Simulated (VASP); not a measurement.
# CaC4O4 (I4_1/amd) in VASP: further runs

The runs below take CaC4O4 through single point, with PBE.

Program: VASP 6.6.1. These are calculated values, not measurements. Logs are shortened: lines on timing, memory, paths and dates and some standing lists are left out, and cuts for length are marked.

## (1) The cell of the first run

Symmetry: I4_1/amd, No. 141, tetragonal system. The conventional cell has a = 6.982 Å, b = 6.982 Å, c = 10.304 Å, α = 90.00°, β = 90.00°, γ = 90.00°. Within 3.2 Å of Ca (site symmetry -4m2) lie 8 O at 2.38 to 2.73 Å and 2 C at 3.10 Å. Within 1.6 Å of C (site symmetry 2mm) lie 2 C at 1.22 to 1.44 Å. Within 1.7 Å of C (site symmetry 2mm) lie 2 O at 1.27 Å and 1 C at 1.44 Å. Within 1.7 Å of O (site symmetry m) lie 1 C at 1.27 Å.

## (2) Single point, PBE

Contents of INCAR:

```
SYSTEM = CaC4O4
PREC = Accurate
ENCUT = 520
EDIFF = 1E-7
ISMEAR = 0
SIGMA = 0.1
LREAL = Auto
LASPH = .True.
NELM = 100
ALGO = Normal
ISIF = 2
LWAVE = .False.
LCHARG = .False.
GGA = PE
NBANDS = 65
```

Contents of KPOINTS:

```
Automatic mesh
0
Gamma
  4 4 4
  0 0 0
```

Contents of POSCAR:

```
CaC4O4
1.0
   -3.4911290000      3.4911290000      5.1518030000
    3.4911290000     -3.4911290000      5.1518030000
    3.4911290000      3.4911290000     -5.1518030000
Ca C O
2 8 8
Direct
    0.5000000000      0.5000000000      0.0000000000
    0.2500000000      0.7500000000      0.5000000000
    0.0591470000      0.0591470000      0.0000000000
    0.8091470000      0.3091470000      0.5000000000
    0.6908530000      0.1908530000      0.5000000000
    0.9408530000      0.9408530000      0.0000000000
    0.1989575000      0.1989575000      0.0000000000
    0.9489575000      0.4489575000      0.5000000000
    0.5510425000      0.0510425000      0.5000000000
    0.8010425000      0.8010425000      0.0000000000
    0.2580055000      0.4177350000      0.1597295000
    0.1677350000      0.5080055000      0.6597295000
    0.8482760000      0.5080055000      0.3402705000
    0.2580055000      0.0982760000      0.8402705000
    0.4919945000      0.8322650000      0.3402705000
    0.5822650000      0.7419945000      0.8402705000
    0.9017240000      0.7419945000      0.1597295000
    0.4919945000      0.1517240000      0.6597295000
```

Potentials or basis: VASP PAW PBE potentials, release 64 (Ca_sv, C, O).

The run is started by

```sh
> cat potpaw_PBE.64/Ca_sv/POTCAR potpaw_PBE.64/C/POTCAR potpaw_PBE.64/O/POTCAR > POTCAR
> mpirun -np 1 vasp_std > vasp.out
```

OUTCAR:

```text
SYSTEM = CaC4O4
   PREC = Accurate
   ENCUT = 520
   EDIFF = 1E-7
   ISMEAR = 0
   LREAL = Auto
   LASPH = .True.
   NELM = 100
   ISIF = 2
   GGA = PE

 ion  position               nearest neighbor table
   1  0.500  0.500  0.000-  13 2.38  18 2.38  15 2.38  12 2.38
   2  0.250  0.750  0.500-  14 2.38  17 2.38  16 2.38  11 2.38
   3  0.059  0.059  0.000-   6 1.22   7 1.44
   4  0.809  0.309  0.500-   5 1.22   8 1.44
   5  0.691  0.191  0.500-   4 1.22   9 1.44
   6  0.941  0.941  0.000-   3 1.22  10 1.44
   7  0.199  0.199  0.000-  11 1.27  14 1.27   3 1.44
   8  0.949  0.449  0.500-  12 1.27  13 1.27   4 1.44
   9  0.551  0.051  0.500-  15 1.27  18 1.27   5 1.44
  10  0.801  0.801  0.000-  16 1.27  17 1.27   6 1.44
  11  0.258  0.418  0.160-   7 1.27   2 2.38
  12  0.168  0.508  0.660-   8 1.27   1 2.38
  13  0.848  0.508  0.340-   8 1.27   1 2.38
  14  0.258  0.098  0.840-   7 1.27   2 2.38
  15  0.492  0.832  0.340-   9 1.27   1 2.38
  16  0.582  0.742  0.840-  10 1.27   2 2.38
  17  0.902  0.742  0.160-  10 1.27   2 2.38
  18  0.492  0.152  0.660-   9 1.27   1 2.38

  LATTYP: Found a body centered tetragonal cell.
 ALAT       =     6.9822580000
 C/A-ratio  =     1.4756839406

  Lattice vectors:

 A1 = (  -3.4911290000,   3.4911290000,   5.1518030000)
 A2 = (   3.4911290000,  -3.4911290000,   5.1518030000)
 A3 = (   3.4911290000,   3.4911290000,  -5.1518030000)

Analysis of symmetry for initial positions (statically):
=====================================================================
 Subroutine PRICEL returns:
 Original cell was already a primitive cell.

 Routine SETGRP: Setting up the symmetry group for a
 body centered tetragonal supercell.

 Subroutine GETGRP returns: Found 16 space group operations
 (whereof  8 operations were pure point group operations)
 out of a pool of 16 trial point group operations.

The static configuration has the point symmetry D_2d.
 The point group associated with its full space group is D_4h.

Analysis of symmetry for dynamics (positions and initial velocities):
=====================================================================
 Subroutine PRICEL returns:
 Original cell was already a primitive cell.

 Routine SETGRP: Setting up the symmetry group for a
 body centered tetragonal supercell.

 Subroutine GETGRP returns: Found 16 space group operations
 (whereof  8 operations were pure point group operations)
 out of a pool of 16 trial point group operations.

The dynamic configuration has the point symmetry D_2d.
 The point group associated with its full space group is D_4h.

 Subroutine INISYM returns: Found 16 space group operations
 (whereof  8 operations are pure point group operations),
 and found     1 'primitive' translations

----------------------------------------------------------------------------------------

                                     Primitive cell

  volume of cell :     251.1603

  direct lattice vectors                    reciprocal lattice vectors
    -3.491129000  3.491129000  5.151803000     0.000000000  0.143220145  0.097053401
     3.491129000 -3.491129000  5.151803000     0.143220145  0.000000000  0.097053401
     3.491129000  3.491129000 -5.151803000     0.143220145  0.143220145  0.000000000

  length of vectors
     7.135617530  7.135617530  7.135617530     0.173006856  0.173006856  0.202543871

  position of ions in fractional coordinates (direct lattice)
     0.500000000  0.500000000  0.000000000
     0.250000000  0.750000000  0.500000000
     0.059147000  0.059147000  0.000000000
     0.809147000  0.309147000  0.500000000
     0.690853000  0.190853000  0.500000000
     0.940853000  0.940853000  0.000000000
[... 10 lines left out ...]
     0.901724000  0.741994500  0.159729500
     0.491994500  0.151724000  0.659729500

  ion indices of the primitive-cell ions
   primitive index   ion index
                 1           1
                 2           2
                 3           3
                 4           4
                 5           5
                 6           6
[... 10 lines left out ...]
                17          17
                18          18

----------------------------------------------------------------------------------------

 KPOINTS: Automatic mesh

Automatic generation of k-mesh.
 Grid dimensions read from file:
 generate k-points for:    4    4    4

 Generating k-lattice:

  Cartesian coordinates                     Fractional coordinates (reciprocal lattice)
     0.000000000  0.035805036  0.024263350     0.250000000  0.000000000  0.000000000
     0.035805036  0.000000000  0.024263350     0.000000000  0.250000000  0.000000000
     0.035805036  0.035805036  0.000000000     0.000000000  0.000000000  0.250000000

  Length of vectors
     0.043251714  0.043251714  0.050635968

  Shift w.r.t. Gamma in fractional coordinates (k-lattice)
     0.000000000  0.000000000  0.000000000

 Subroutine IBZKPT returns following result:
 ===========================================

 Found     13 irreducible k-points:

 Following reciprocal coordinates:
            Coordinates               Weight
  0.000000  0.000000  0.000000      1.000000
  0.250000  0.000000  0.000000      8.000000
  0.500000  0.000000  0.000000      4.000000
  0.250000  0.250000  0.000000      8.000000
  0.500000  0.250000  0.000000     16.000000
 -0.250000  0.250000  0.000000      4.000000
  0.500000  0.500000  0.000000      2.000000
  0.250000  0.250000  0.250000      2.000000
 -0.250000  0.250000  0.250000      4.000000
  0.500000  0.500000  0.250000      4.000000
 -0.250000  0.500000  0.250000      8.000000
 -0.250000 -0.250000  0.250000      2.000000
  0.500000  0.500000  0.500000      1.000000
   k-points           NKPTS =     13   k-points in BZ     NKDIM =     13   number of bands    NBANDS=     65
   number of dos      NEDOS =    301   number of ions     NIONS =     18
   total plane-waves  NPLWV = 157464
   dimension x,y,z NGX =    54 NGY =   54 NGZ =   54
   dimension x,y,z NGXF=   108 NGYF=  108 NGZF=  108
   ions per type =               2   8   8
   NGX,Y,Z   is equivalent  to a cutoff of  12.58, 12.58, 12.58 a.u.
   NGXF,Y,Z  is equivalent  to a cutoff of  25.16, 25.16, 25.16 a.u.
 SYSTEM =  CaC4O4
   PREC   = accura    normal or accurate (medium, high low for compatibility)
   ISTART =      0    job   : 0-new  1-cont  2-samecut
   ICHARG =      2    charge: 1-file 2-atom 10-const
   ISPIN  =      1    spin polarized calculation?
   LNONCOLLINEAR =      F non collinear calculations
   LSORBIT =      F    spin-orbit coupling
   LASPH  =      T    aspherical Exc in radial PAW
   ENCUT  =  520.0 eV  38.22 Ry    6.18 a.u.  13.27 13.27 13.27*2*pi/ulx,y,z
   NELM   =    100;   NELMIN=  2; NELMDL= -5     # of ELM steps
   EDIFF  = 0.1E-06   stopping-criterion for ELM
   LREAL  =      T    real-space projection
   EDIFFG = 0.1E-05   stopping-criterion for IOM
   NSW    =      0    number of steps for IOM
   IBRION =     -1    ionic relax: 0-MD 1-quasi-New 2-CG
   NFREE  =      0    steps in history (QN), initial steepest desc. (CG)
   ISIF   =      2    stress and relaxation
   ISYM   =      2    0-nonsym 1-usesym 2-fastsym
   POTIM  = 0.5000    time-step for ionic-motion
   TEBEG  =    0.0;   TEEND  =   0.0 temperature during run
   PSTRESS=    0.0 pullay stress
   NELECT =     100.0000    total number of electrons
   NUPDOWN=      -1.0000    fix difference up-down
   EMIN   =  10.00;   EMAX   =-10.00  energy-range for DOS
   EFERMI =   0.00;   METHOD = LEGACY
   ISMEAR =     0;   SIGMA  =   0.10  broadening in eV -4-tet -1-fermi 0-gaus
   EFERMI_NEDOS =   21; number of points for ismear=-14 and -15
   IALGO  =     38    algorithm
   IMIX   =      4    mixing-type and parameters
     AMIX     =   0.40;   BMIX     =  1.00
     AMIX_MAG =   1.60;   BMIX_MAG =  1.00
  volume/ion in A,a.u.               =      13.95        94.16
  Fermi-wavevector in a.u.,A,eV,Ry     =   1.204364  2.275918 19.735156  1.450493
  Thomas-Fermi vector in A             =   2.340091
   LORBIT       =      0    0 simple, 1 ext, 2 COOP (PROOUT), +10 PAW based schemes
   GGA     = PE    functional components
   LHFCALC =     F    Hartree Fock is set to
   AEXX    =    0.0000 exact exchange contribution
   IVDW    =     0    specifies the selected vdW correction
   LEPSILON=     F    determine dielectric tensor
   LRPA    =     F    only Hartree local field effects (RPA)
 non-spin polarized calculation
 Gauss-broadening in eV      SIGMA  =   0.10
  energy-cutoff  :      520.00
  volume of cell :      251.16
 maximum number of plane-waves:      6790
 NGX is ok and might be reduce to    54
   NGX = 27   NGY = 27   NGZ = 27

 number of electron     100.0000000 magnetization

 number of electron      99.9999995 magnetization

 Free energy of the ion-electron system (eV)
  ---------------------------------------------------
  ext. energy  EPLUGINS =         0.00000000
  ---------------------------------------------------
  free energy    TOTEN  =      -138.10448885 eV

  energy without entropy =     -138.10448885  energy(sigma->0) =     -138.10448885

 E-fermi :  -0.2932     XC(G=0):  -8.5429

 val. band max:       -0.7511655353   @ k =   0.0000   0.0000   0.0000
 cond. band min:       3.0267166325   @ k =   0.5000   0.5000   0.5000
 fundamental gap:      3.7778821678
 Fermi energy:        -0.2931951198

 k-point     1 :       0.0000    0.0000    0.0000
  band No.  band energies     occupation
      1     -38.6861      2.00000
      2     -38.6822      2.00000
      3     -21.4235      2.00000
      4     -21.4048      2.00000
      5     -21.3692      2.00000
      6     -21.3098      2.00000
[... 54 lines left out ...]
     61       6.9532      0.00000
     62       7.2162      0.00000

 k-point     2 :       0.2500    0.0000    0.0000
  band No.  band energies     occupation
      1     -38.6857      2.00000
      2     -38.6826      2.00000
      3     -21.4452      2.00000
      4     -21.4195      2.00000
      5     -21.3883      2.00000
      6     -21.3278      2.00000
[... 704 lines left out ...]
     61       6.9249      0.00000
     62       7.0333      0.00000

 k-point    13 :       0.5000    0.5000    0.5000
  band No.  band energies     occupation
      1     -38.6841      2.00000
      2     -38.6841      2.00000
      3     -21.4109      2.00000
      4     -21.4108      2.00000
      5     -21.3430      2.00000
      6     -21.3429      2.00000
[... 54 lines left out ...]
     61       6.8740      0.00000
     62       6.8740      0.00000
 [bands above 62 left out]

------------------------ aborting loop because EDIFF is reached ----------------------------------------

  FORCE on cell =-STRESS in cart. coord.  units (eV):
  Direction    XX          YY          ZZ          XY          YZ          ZX
  --------------------------------------------------------------------------------------
  -------------------------------------------------------------------------------------
  Total        0.1153220      0.1153220     -0.0406332      0.0000000      0.0000000      0.0000000
  in kB        0.7356508      0.7356508     -0.2592032      0.0000000      0.0000000      0.0000000
  external PRESSURE =       0.4040328 kB  Pullay stress =       0.0000000 kB

 VOLUME and BASIS-vectors are now :
 -----------------------------------------------------------------------------
  energy-cutoff  :      520.00
  volume of cell :      251.16
      direct lattice vectors                 reciprocal lattice vectors
    -3.491129000  3.491129000  5.151803000     0.000000000  0.143220145  0.097053401
     3.491129000 -3.491129000  5.151803000     0.143220145  0.000000000  0.097053401
     3.491129000  3.491129000 -5.151803000     0.143220145  0.143220145  0.000000000

 POSITION                                       TOTAL-FORCE (eV/Angst)
 -----------------------------------------------------------------------------------
      0.00000      0.00000      5.15180        -0.000000     -0.000000      0.000000
      3.49113      0.00000      2.57590        -0.000000     -0.000000      0.000000
      0.00000      0.00000      0.60943        -0.000000     -0.000000     -0.198256
      0.00000      3.49113      3.18533         0.000000      0.000000     -0.198256
      0.00000      3.49113      1.96647         0.000000      0.000000      0.198256
      0.00000      0.00000      9.69418         0.000000      0.000000      0.198256
[... 10 lines left out ...]
     -0.00000      1.11527      7.64522         0.000000     -0.004784     -0.004126
      1.11527      3.49113     -0.08249        -0.004784      0.000000     -0.004126
 -----------------------------------------------------------------------------------
    total drift:                                0.000000      0.000000     -0.000000

  FREE ENERGIE OF THE ION-ELECTRON SYSTEM (eV)
  ---------------------------------------------------
  free  energy   TOTEN  =      -138.1044888549 eV

  energy  without entropy=     -138.1044888549  energy(sigma->0) =     -138.10448885
```

Run time: 4.1 min. Hardware: 1 thread of Intel Xeon 6975P-C (Granite Rapids), shared host; peak memory 0.45 GiB.

Results:

* Free energy: -138.1045 eV
* Pressure: 0.0 GPa
* Largest force: 0.198 eV/Å
* Band gap on the k mesh: 3.78 eV (least direct gap 3.83 eV)

Forces in eV/Å, atoms in the order of the input:
```
Ca   0.000  0.000  0.000
Ca   0.000  0.000  0.000
C    0.000  0.000 -0.198
C    0.000  0.000 -0.198
C    0.000  0.000  0.198
C    0.000  0.000  0.198
C    0.000  0.000  0.002
C    0.000  0.000  0.002
C    0.000  0.000 -0.002
C    0.000  0.000 -0.002
O   -0.005  0.000  0.004
O    0.000 -0.005  0.004
O    0.000  0.005  0.004
O    0.005  0.000  0.004
O    0.005  0.000 -0.004
O    0.000  0.005 -0.004
O    0.000 -0.005 -0.004
O   -0.005  0.000 -0.004
```

Stress tensor (GPa, compression positive):
```
 0.07  0.00  0.00
 0.00  0.07  0.00
 0.00  0.00 -0.03
```

A k mesh can miss the band edges.

[end of part 1 of 2]
